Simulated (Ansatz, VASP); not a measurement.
## One calculation of NaCaBr3, two programs

```
Na Ca Br
1.0
     5.62190    0.00000    0.00000
     0.00000    5.62190    0.00000
     0.00000    0.00000    5.62190
Na Ca Br
1 1 3
Direct
  0.00000 0.00000 0.00000
  0.50000 0.50000 0.50000
  0.50000 0.50000 0.00000
  0.50000 0.00000 0.50000
  0.00000 0.50000 0.50000
```

Alike in both runs: task single point; functional PBE; k mesh 4 × 4 × 4; no spin polarisation.

|  | VASP | Ansatz |
| --- | --- | --- |
| version | VASP 6.6.1 | Ansatz 0.2.0 |
| potentials or method | VASP PAW PBE potentials, release 64 (Na_pv, Ca_sv, Br) | plane waves, PAW |
| plane-wave cutoff (eV) | 520 | 420 |
| occupations | gaussian, width 0.01 eV | fixed |
| valence electrons in the cell | 38 | 40 |

VASP gave:

| Quantity | Value |
| --- | --- |
| gap on the k mesh at the Fermi level (eV) | 3.08 |
| pressure (GPa) | 0.7 |

Question: Which values does Ansatz return?

Answer: gap on the k mesh at the Fermi level (eV): 3.08; pressure (GPa): 0.6.

VASP's potentials hold 38 valence electrons a cell and Ansatz's 40, so a difference there can come from the potentials and not from the codes.
